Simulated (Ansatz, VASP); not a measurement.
**Two plane-wave programs on Ga**

```
Ga
1.0
     0.00000    4.11940    2.38479
     2.12731    0.00000    2.38479
     2.12731    4.11940    0.00000
Ga
2
Cartesian
  2.1273 1.2707 2.3848
  2.1273 6.9681 2.3848
```

Alike in both runs: functional PBE; k mesh 6 × 6 × 6; occupations gaussian, width 0.1 eV; no spin polarisation.

Ansatz relaxed the structure, and its values are those at the end. VASP's run is a single point on that final structure, the one shown.

|  | VASP | Ansatz |
| --- | --- | --- |
| version | VASP 6.6.1 | Ansatz 0.2.0 |
| potentials or method | VASP PAW PBE potentials, release 64 (Ga_d), cutoff 520 eV | scalar-relativistic, plane waves, PAW |
| valence electrons in the cell | 26 | 26 |

VASP gave:

| Item | Value |
| --- | --- |
| gap on the k mesh at the Fermi level (eV) | none |
| pressure (GPa) | 0.1 |
| rms of the force components (eV/Å) | 0.004 |

**Question.** Estimate Ansatz's values.

**Answer.** gap on the k mesh at the Fermi level (eV): none; pressure (GPa): 0.0; rms of the force components (eV/Å): 0.002.

A gap of «none» marks a metal or a gap that the smearing closes.
